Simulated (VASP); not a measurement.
In3GaAs4, 8 atoms in the cell. It takes space group P-43m (No. 215, cubic). The conventional cell has a = 5.998 Å, b = 5.998 Å, c = 5.998 Å, α = 90.00°, β = 90.00°, γ = 90.00°. Ga (site symmetry -43m) has 4 As at 2.49 Å within 3.3 Å. As (site symmetry 3m) has 1 Ga at 2.49 Å and 3 In at 2.64 Å within 3.3 Å. Within 3.5 Å of In (site symmetry -42m) lie 4 As at 2.64 Å. 

- Program: VASP 6.6.1
- Task: single point
- Functional: PBE
- Potentials or basis: VASP PAW PBE potentials, release 64 (Ga_d, As, In_d)
- Cutoff: 520 eV
- k mesh: 4 × 4 × 4
- Occupations: fermi-dirac, width 0.02 eV
- Spin: non-collinear spin, zero start, spin-orbit coupling
- Starting moments: [[0.0, 0.0, 0.0], [0.0, 0.0, 0.0], [0.0, 0.0, 0.0], [0.0, 0.0, 0.0], [0.0, 0.0, 0.0], [0.0, 0.0, 0.0], [0.0, 0.0, 0.0], [0.0, 0.0, 0.0]] μB
- Dipole correction: no
- Further INCAR settings: ALGO = Normal; EDIFF = 1e-06; NBANDS = 90

Potentials or basis: VASP PAW PBE potentials, release 64 (Ga_d, As, In_d).

Command:

```sh
$ cat potpaw_PBE.64/Ga_d/POTCAR potpaw_PBE.64/As/POTCAR potpaw_PBE.64/In_d/POTCAR > POTCAR
$ mpirun -np 1 vasp_ncl > vasp.out
```

Hardware: 1 thread of Oxide Virtual Turin-like Processor, on a shared host.

Q: How long does it take, and how much memory?

A: Run time: 11 min on 1 thread of Oxide Virtual Turin-like Processor (shared host), peak memory 0.89 GiB. Counts: scf iterations 15, k points 11.
